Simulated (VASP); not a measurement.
Here is a VASP 6.6.1 calculation.

The input INCAR:

```
SYSTEM = PtSe2
PREC = Accurate
ENCUT = 500
EDIFF = 1E-6
ISMEAR = -1
SIGMA = 0.02
LREAL = .FALSE.
LASPH = .TRUE.
NELM = 120
ALGO = Normal
ISIF = 2
LWAVE = .FALSE.
LCHARG = .TRUE.
GGA = CA
LELF = .TRUE.
LVHAR = .TRUE.
NBANDS = 18
GGA_COMPAT = .FALSE.
```

File KPOINTS:

```
Automatic mesh
0
G
  6 6 4
  0 0 0
```

Contents of POSCAR:

```
PtSe2
1.0
    3.7286503637      0.0000000000      0.0000000000
   -1.8643251819      3.2291059368      0.0000000000
    0.0000000000      0.0000000000      5.2771566385
Pt Se
1 2
Direct
    0.0000000000      0.0000000000      0.0000000000
    0.3333333333      0.6666666667      0.2462188963
    0.6666666667      0.3333333333      0.7537811037
```

Potentials or basis: VASP PAW LDA potentials, release 64 (Pt, Se).

Command:

```console
$ cat potpaw_LDA.64/Pt/POTCAR potpaw_LDA.64/Se/POTCAR > POTCAR
$ mpirun -np 1 vasp_std > vasp.out
```

Task: Predict the largest force.

Result: 0.210 eV/Å.

Task: What does it give for the pressure?

Result: -3.2 GPa.

Forces on the atoms (eV/Å):
```
Pt   0.000  0.000  0.000
Se   0.000  0.000 -0.210
Se   0.000  0.000  0.210
```
